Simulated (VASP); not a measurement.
# Cd (Fd-3m) in VASP: a series of runs, part 2 of 2

VASP 6.6.1.

### Step 3. Relaxation of cell and atoms, LDA, target pressure 20 GPa, at which the enthalpy is minimised

INCAR reads:

```
SYSTEM = Cd
PREC = Accurate ; ENCUT = 600
EDIFF = 1E-6 ; ISMEAR = 0
SIGMA = 0.1 ; LREAL = .False.
LASPH = .True. ; NELM = 80
ALGO = Normal ; ISIF = 3
LWAVE = .False. ; LCHARG = .False.
IBRION = 2 ; NSW = 60
EDIFFG = -0.03 ; PSTRESS = 200.0
```

KPOINTS reads:

```
Automatic mesh
0
Gamma
  6 6 6
  0 0 0
```

POSCAR reads:

```
Cd
1.0
    0.0000000000      3.0400000000      3.0400000000
    3.0400000000      0.0000000000      3.0400000000
    3.0400000000      3.0400000000      0.0000000000
Cd
2
Direct
    0.0000000000      0.0000000000      0.0000000000
    0.2500000000      0.2500000000      0.2500000000
```

Potentials or basis: VASP PAW LDA potentials, release 64 (Cd).

On the command line:

```
$ cat potpaw_LDA.64/Cd/POTCAR > POTCAR
$ mpirun -np 1 vasp_std > vasp.out
```

OUTCAR:

```text
SYSTEM = Cd
   PREC = Accurate
   ENCUT = 600
   EDIFF = 1E-6
   ISMEAR = 0
   LREAL = .False.
   LASPH = .True.
   NELM = 80
   ISIF = 3
   IBRION = 2
   NSW = 60
   EDIFFG = -0.03
   PSTRESS = 200.0

 ion  position               nearest neighbor table
   1  0.000  0.000  0.000-   2 2.63   2 2.63   2 2.63   2 2.63
   2  0.250  0.250  0.250-   1 2.63   1 2.63   1 2.63   1 2.63

  LATTYP: Found a face centered cubic cell.
 ALAT       =     6.0800000000

  Lattice vectors:

 A1 = (   0.0000000000,   3.0400000000,   3.0400000000)
 A2 = (   3.0400000000,   0.0000000000,   3.0400000000)
 A3 = (   3.0400000000,   3.0400000000,   0.0000000000)

Analysis of symmetry for initial positions (statically):
=====================================================================
 Subroutine PRICEL returns:
 Original cell was already a primitive cell.

 Routine SETGRP: Setting up the symmetry group for a
 face centered cubic supercell.

 Subroutine GETGRP returns: Found 48 space group operations
 (whereof 24 operations were pure point group operations)
 out of a pool of 48 trial point group operations.

The static configuration has the point symmetry T_d .
 The point group associated with its full space group is O_h .

Analysis of symmetry for dynamics (positions and initial velocities):
=====================================================================
 Subroutine PRICEL returns:
 Original cell was already a primitive cell.

 Routine SETGRP: Setting up the symmetry group for a
 face centered cubic supercell.

[... 131 lines left out ...]
  volume of cell :       56.19
 maximum number of plane-waves:      1895
 NGX is ok and might be reduce to    36
   NGX = 17   NGY = 17   NGZ = 17

--------------------------------------- Ionic step        1  -------------------------------------------

 number of electron      23.9999999 magnetization

 Free energy of the ion-electron system (eV)
  ---------------------------------------------------
  ext. energy  EPLUGINS =         0.00000000
  ---------------------------------------------------
  free energy    TOTEN  =        -1.86534078 eV

  energy without entropy =       -1.85175382  energy(sigma->0) =       -1.85854730

 E-fermi :   1.0573     XC(G=0):  -9.7672

 val. band max:        1.0571672578   @ k =  -0.3333   0.5000   0.1667
 cond. band min:       1.1235938950   @ k =   0.5000   0.3333   0.0000
 fundamental gap:      0.0664266372
 Fermi energy:         1.0573170662

 k-point     1 :       0.0000    0.0000    0.0000
  band No.  band energies     occupation
      1      -8.6806      2.00000
      2      -8.6806      2.00000
      3      -8.6806      2.00000
      4      -8.6115      2.00000
      5      -8.6115      2.00000
      6      -7.5155      2.00000
[... 444 lines left out ...]
--------------------------------------- Ionic step        5  -------------------------------------------

 number of electron      24.0000004 magnetization

 Free energy of the ion-electron system (eV)
  ---------------------------------------------------
  ext. energy  EPLUGINS =         0.00000000
  ---------------------------------------------------
  free energy    TOTEN  =        -1.22086638 eV

  energy without entropy =       -1.20670939  energy(sigma->0) =       -1.21378788

 E-fermi :   1.9962     XC(G=0): -10.6323

 val. band max:        1.9579983560   @ k =  -0.3333   0.3333   0.1667
 cond. band min:       2.0337701676   @ k =   0.5000   0.3333   0.0000
 fundamental gap:      0.0757718117
 Fermi energy:         1.9962232471

 k-point     1 :       0.0000    0.0000    0.0000
  band No.  band energies     occupation
      1      -8.2856      2.00000
      2      -8.2856      2.00000
      3      -8.2856      2.00000
      4      -8.2276      2.00000
      5      -8.2276      2.00000
      6      -6.7288      2.00000
[... 326 lines left out ...]
  energy  without entropy=       -1.2067093881  energy(sigma->0) =       -1.21378788

  enthalpy is  TOTEN    =         4.6680481470 eV   P V=        5.8889145268

 reached required accuracy - stopping structural energy minimisation
```

OSZICAR:

```text
N       E                     dE             d eps       ncg     rms          rms(c)
DAV:   1     0.186023091226E+03    0.18602E+03   -0.14262E+04   512   0.163E+03
DAV:   2     0.228638849346E+01   -0.18374E+03   -0.17858E+03   512   0.385E+02
DAV:   3    -0.199709070457E+01   -0.42835E+01   -0.42774E+01   600   0.705E+01
[... 38 lines left out ...]
DAV:   1    -0.122477206086E+01    0.16847E-01   -0.77228E-02   544   0.380E+00    0.419E-01
DAV:   2    -0.122115564154E+01    0.36164E-02   -0.10442E-02   560   0.147E+00    0.145E-01
DAV:   3    -0.122091289001E+01    0.24275E-03   -0.57237E-04   600   0.286E-01    0.111E-01
DAV:   4    -0.122086659467E+01    0.46295E-04   -0.48399E-05   544   0.693E-02    0.102E-02
DAV:   5    -0.122086637984E+01    0.21483E-06   -0.17868E-06   376   0.155E-02
   5 F= 0.46680481E+01 E0= 0.46751266E+01  d E =-.480682E+00
```

CONTCAR:

```text
Cd
   1.00000000000000
     0.0000000000000000    2.8678864188234452    2.8678864188234452
     2.8678864188234452    0.0000000000000000    2.8678864188234452
     2.8678864188234452    2.8678864188234452    0.0000000000000000
  Cd
     2
Direct
     0.0000000000000000    0.0000000000000000    0.0000000000000000
     0.2500000000000000    0.2500000000000000    0.2500000000000000

  0.00000000E+00  0.00000000E+00  0.00000000E+00
  0.00000000E+00  0.00000000E+00  0.00000000E+00
```

Wall time 27 s (1 thread of Intel Xeon 6975P-C (Granite Rapids), shared host); peak memory 0.19 GiB.

Results:

* Free energy: -1.2209 eV
* Relaxed volume: 23.59 Å³/atom
* Relaxed cell: a = 4.056 Å, b = 4.056 Å, c = 4.056 Å, α = 60.00°, β = 60.00°, γ = 60.00°
* Space group after relaxing (to 0.05 Å): Fd-3m (No. 227)
* Energy change on relaxing (the enthalpy is what falls): +322.2 meV/atom
* Ionic steps: 5
* Pressure after relaxing: 20.1 GPa
* Band gap on the k mesh: zero (band 12 reaches 8.68 eV, above the bottom of band 13 at 0.95 eV)

Step by step:
| step | energy change (eV) | largest force (eV/Å) | pressure (GPa) | volume (Å³) |
| --- | --- | --- | --- | --- |
| 1 | 0.0000 | 0.0000 | 5.31 | 56.19 |
| 2 | 2.8913 | 0.0000 | 64.03 | 37.74 |
| 3 | 0.5854 | 0.0000 | 18.93 | 47.66 |
| 4 | 0.6237 | 0.0000 | 19.65 | 47.34 |
| 5 | 0.6445 | 0.0000 | 20.12 | 47.18 |

Final structure:
```
CELL_PARAMETERS angstrom
0.00000 2.86789 2.86789
2.86789 0.00000 2.86789
2.86789 2.86789 0.00000
ATOMIC_POSITIONS crystal
Cd 0.00000 0.00000 0.00000
Cd 0.25000 0.25000 0.25000
```

Caveat: the cell is relaxed towards a set pressure, so the enthalpy falls and the energy may rise; the volume moved by over 15 % at a fixed basis, so the end points are rough.

### Step 4. Relaxation of cell and atoms, LDA, target pressure 30 GPa, at which the enthalpy is minimised

INCAR reads:

```
PREC = Accurate
ENCUT = 600
EDIFF = 1E-6
ISMEAR = 0
SIGMA = 0.1
LREAL = F
LASPH = T
NELM = 80
ALGO = Normal
ISIF = 3
LWAVE = F
LCHARG = F
IBRION = 2
NSW = 60
EDIFFG = -0.03
PSTRESS = 300.0
```

KPOINTS reads:

```
Automatic mesh
0
Gamma
  6 6 6
```

POSCAR is that of step 3.

On the command line:

```
$ cat potpaw_LDA.64/Cd/POTCAR > POTCAR
$ mpirun -np 1 vasp_std > vasp.out
```

Run time: 29 s. Hardware: 1 thread of Intel Xeon 6975P-C (Granite Rapids), shared host; peak memory 0.18 GiB.

The run converged. Its results:

```yaml
Free_energy: -0.7290 eV
Relaxed_volume: 22.00 Å³/atom
Relaxed_cell: a = 3.963 Å, b = 3.963 Å, c = 3.963 Å, α = 60.00°, β = 60.00°, γ = 60.00°
Space_group_after_relaxing_to_0.05_Å: Fd-3m (No. 227)
Energy_change_on_relaxing_the_enthalpy_is_what_falls: +568.2 meV/atom
Ionic_steps: 5
Pressure_after_relaxing: 30.0 GPa
Band_gap_on_the_k_mesh: zero (band 12 reaches 9.64 eV, above the bottom of band 13 at 1.32 eV)
```

Step by step:
```tsv
step	energy change (eV)	largest force (eV/Å)	pressure (GPa)	volume (Å³)
1	0.0000	0.0000	5.31	56.19
2	10.7779	0.0000	227.52	27.82
3	0.8909	0.0000	25.13	45.43
4	1.0213	0.0000	27.75	44.64
5	1.1363	0.0000	30.01	44.00
```

Final structure:
```
Cd
1.0
     0.00000    2.80197    2.80197
     2.80197    0.00000    2.80197
     2.80197    2.80197    0.00000
Cd
2
Direct
  0.00000 0.00000 0.00000
  0.25000 0.25000 0.25000
```

Levels at points of the mesh, in eV from the Fermi level:
```
           k point  band 8  band 9  band 10  band 11  band 12  band 13  band 14  band 15  band 16
(0.00, 0.00, 0.00)   -8.84   -8.84    -8.20    -8.20     7.18     7.18     7.18     7.96     7.96
(0.50, 0.00, 0.00)   -8.76   -8.22    -8.22    -4.69    -3.94     4.26     4.26     8.15     8.67
(0.50, 0.50, 0.00)   -9.06   -8.09    -8.09    -3.19    -3.19     0.98     0.98     5.38     5.38
```

Caveat: the cell is relaxed towards a set pressure, so the enthalpy falls and the energy may rise; the volume moved by over 15 % at a fixed basis, so the end points are rough.

### Step 5. Overview

```csv
cell,gap on the mesh (eV),pressure (GPa)
relaxed to 10 GPa,none,10.0
relaxed to 20 GPa,none,20.1
relaxed to 30 GPa,none,30.0
```

Alike in all rows: task relaxation of cell and atoms; level LDA; potentials or basis VASP PAW LDA potentials, release 64 (Cd); no spin polarisation; k mesh 6 × 6 × 6; cutoff (eV) 600; smearing gaussian 0.1 eV.

Caveats: the cell is relaxed towards a set pressure, so the enthalpy falls and the energy may rise; the volume moved by over 15 % at a fixed basis, so the end points are rough (some runs).

Absolute energies hang on the potentials; compare differences alone.
